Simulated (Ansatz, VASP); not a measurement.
## ZnO in VASP and in Ansatz

```
Zn O
1.0
     3.24931    0.00000    0.00000
    -1.62465    2.81398    0.00000
     0.00000    0.00000    5.20571
Zn O
2 2
Cartesian
  1.6247 0.9380 0.0000
  0.0000 1.8760 2.6029
  0.0000 1.8760 4.5759
  1.6247 0.9380 1.9730
```

Alike in both runs: functional RPBE; k mesh 5 × 5 × 3; occupations fermi-dirac, width 0.05 eV; no spin polarisation.

|  | VASP | Ansatz |
| --- | --- | --- |
| version | VASP 6.6.1 | Ansatz 0.2.0 |
| potentials or method | VASP PAW PBE potentials, release 64 (Zn, O_h) | Ansatz PAW |
| plane-wave cutoff (eV) | 1340 | 420 |
| valence electrons in the cell | 36 | 36 |
| task | single point | band structure |

Ansatz gave:

```
gap on the k mesh at the Fermi level (eV)                     : 0.90
least direct gap on the mesh (eV)                             : 0.90
pressure (GPa)                                                : 9.5
traceless stress, the component that is largest in VASP (GPa) : 1.06
rms of the force components (eV/Å)                            : 0.044
```

Q: What did VASP give for the same quantities?

A: gap on the k mesh at the Fermi level (eV): 0.88; least direct gap on the mesh (eV): 0.88; pressure (GPa): 10.5; traceless stress, the component that is largest in VASP (GPa): 1.09; rms of the force components (eV/Å): 0.046.

VASP's potentials were made for PBE, not for RPBE. Atom by atom the forces differ by 0.002 eV/Å (rms over components).

The k mesh is coarse, so the values compare programs but aren't converged.
